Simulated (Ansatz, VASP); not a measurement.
**SiC in VASP and in Ansatz**

```xyz
2
Lattice="0.0350 2.1921 2.1921 2.1921 0.0350 2.1921 2.1921 2.1921 0.0350" Properties=species:S:1:pos:R:3 pbc="T T T"
Si    0.0034    0.0034    0.0034
C     1.1014    1.1014    1.1014
```

Change from the starting cell: strained cell.

Alike in both runs: functional PBE; k mesh 9 × 9 × 9; occupations gaussian, width 0.02 eV; no spin polarisation.

Ansatz relaxed the structure, and its values are those at the end. VASP's run is a single point on that final structure, the one shown.

|  | VASP | Ansatz |
| --- | --- | --- |
| version | VASP 6.6.1 | Ansatz 0.2.0 |
| potentials or method | VASP PAW PBE potentials, release 64 (Si, C), cutoff 600 eV | scalar-relativistic, plane waves, PAW |
| valence electrons in the cell | 8 | 8 |

Ansatz gave:

| Item | Value |
| --- | --- |
| gap on the k mesh at the Fermi level (eV) | 1.40 |
| least direct gap on the mesh (eV) | 4.47 |
| pressure (GPa) | 4.8 |

Which values does VASP return?

gap on the k mesh at the Fermi level (eV): 1.40; least direct gap on the mesh (eV): 4.47; pressure (GPa): 4.6.

Ansatz's warnings: stress scf threshold loose.
